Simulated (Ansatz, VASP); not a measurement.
# One calculation of InAs, two programs

```xyz
2
Lattice="0.0000 3.1157 3.1157 3.1157 0.0000 3.1157 3.1157 3.1157 0.0000" Properties=species:S:1:pos:R:3 pbc="T T T"
In    0.0000    0.0000    0.0000
As    1.5578    1.5578    1.5578
```

Change from the starting cell: hydrostatic strain +2.0%.

Alike in both runs: task single point; functional r2SCAN; k mesh 8 × 8 × 8; occupations fermi-dirac, width 0.02 eV; no spin polarisation.

|  | VASP | Ansatz |
| --- | --- | --- |
| version | VASP 6.6.1 | Ansatz 0.2.0 |
| potentials or method | VASP PAW PBE potentials, release 64 (In_d, As) | plane waves, PAW |
| plane-wave cutoff (eV) | 520 | 500 |
| valence electrons in the cell | 18 | 28 |

VASP gave:

- pressure (GPa): -3.0

Question: Which values does Ansatz return?

Answer: Pressure (GPa): -2.9.

VASP's potentials were made for PBE, not for r2SCAN. VASP's potentials hold 18 valence electrons a cell and Ansatz's 28, so a difference there can come from the potentials and not from the codes.
